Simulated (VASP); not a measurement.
Wanted: the native input for a VASP 6.6.1 run.

```
Task                   : single point
Functional             : r2SCAN
Potentials or basis    : VASP PAW PBE potentials, release 64 (Pb_d, O)
Cutoff                 : 520 eV
k mesh                 : 6 × 6 × 5
Occupations            : fermi-dirac, width 0.01 eV
Spin                   : no spin polarisation
Dipole correction      : no
Further INCAR settings : ALGO = Normal; EDIFF = 1e-06; NBANDS = 20
```

Crystal: PbO2.

```
Pb O
1.0
     3.65042    0.00000    0.00000
    -1.82521    3.16136    0.00000
     0.00000    0.00000    3.07392
Pb O
1 2
Direct
  0.00000 0.00000 0.00000
  0.33333 0.66667 0.50000
  0.66667 0.33333 0.50000
```

One way to write it, as run:

POSCAR

```
PbO2
1.0
    3.6504211665      0.0000000000      0.0000000000
   -1.8252105833      3.1613574647      0.0000000000
    0.0000000000      0.0000000000      3.0739161076
Pb O
1 2
Direct
    0.0000000000      0.0000000000      0.0000000000
    0.3333333333      0.6666666667      0.5000000000
    0.6666666667      0.3333333333      0.5000000000
```

INCAR.step1

```
PREC = Accurate
ENCUT = 520
ISMEAR = -1
SIGMA = 0.01
LREAL = F
LASPH = T
NELM = 80
NBANDS = 20
GGA = PE
ALGO = Normal
EDIFF = 1E-4
LWAVE = T
LCHARG = F
```

INCAR.step2

```
PREC = Accurate
ENCUT = 520
EDIFF = 1E-6
ISMEAR = -1
SIGMA = 0.01
LREAL = F
LASPH = T
NELM = 80
ALGO = Normal
ISIF = 2
LWAVE = F
LCHARG = T
METAGGA = R2SCAN
LMIXTAU = T
LELF = T
LVHAR = T
NBANDS = 20
ISTART = 1
```

KPOINTS

```
regular mesh
0
Gamma
  6 6 5
```

Potentials or basis: VASP PAW PBE potentials, release 64 (Pb_d, O).

Command:

```sh
$ cat potpaw_PBE.64/Pb_d/POTCAR potpaw_PBE.64/O/POTCAR > POTCAR
$ cp INCAR.step1 INCAR
$ mpirun -np 1 vasp_std > vasp.out
$ cp INCAR.step2 INCAR
$ mpirun -np 1 vasp_std > vasp.out
```

It gave:

| Item | Value |
| --- | --- |
| Pressure | 20.3 GPa |
| Band gap on the k mesh | zero (band 13 reaches 7.71 eV, above the bottom of band 14 at 6.33 eV) |

Caveat: the k points lie up to 0.41 Å⁻¹ apart; the PAW data sets were made with another functional, which shifts forces and pressure a little; spin-orbit coupling is left out, which moves the levels of the heavy elements.

It took 51 s on 1 thread of Intel(R) Xeon(R) Platinum 8375C CPU @ 2.90GHz (Ice Lake) (shared host), peak memory 0.16 GiB.
